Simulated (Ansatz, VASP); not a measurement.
# Two plane-wave programs on CoO

```
Co O
1.0
     1.63364    0.94318    2.61681
    -1.63364    0.94318    2.61681
     0.00000   -1.88637    2.61681
Co O
1 1
Direct
  0.99898 0.99898 0.99898
  0.75102 0.75102 0.75102
```

Alike in both runs: task single point; functional PBEsol; k mesh 10 × 10 × 10; occupations fermi-dirac, width 0.05 eV; collinear spin.

|  | VASP | Ansatz |
| --- | --- | --- |
| version | VASP 6.6.1 | Ansatz 0.2.0 |
| potentials or method | VASP PAW PBE potentials, release 64 (Co_sv, O) | Ansatz PAW |
| plane-wave cutoff (eV) | 600 | 420 |
| valence electrons in the cell | 23 | 23 |

Ansatz gave:

| Property | Result |
| --- | --- |
| gap on the k mesh at the Fermi level (eV) | none |
| pressure (GPa) | -13.7 |
| traceless stress, the component that is largest in VASP (GPa) | 2.65 |
| rms of the force components (eV/Å) | 0.096 |
| net moment per atom (μB) | 1.47 |
| size of the moment on the site where the two differ most (μB) | 2.35 |

**Question.** Which values does VASP return?

**Answer.** gap on the k mesh at the Fermi level (eV): none; pressure (GPa): -15.4; traceless stress, the component that is largest in VASP (GPa): 2.65; rms of the force components (eV/Å): 0.096; net moment per atom (μB): 1.47; size of the moment on the site where the two differ most (μB): 2.45.

VASP's potentials were made for PBE, not for PBEsol. Site moments also hang on the region over which each program counts them. Atom by atom the forces differ by 0.000 eV/Å (rms over components). A gap of «none» marks a metal or a gap that the smearing closes.
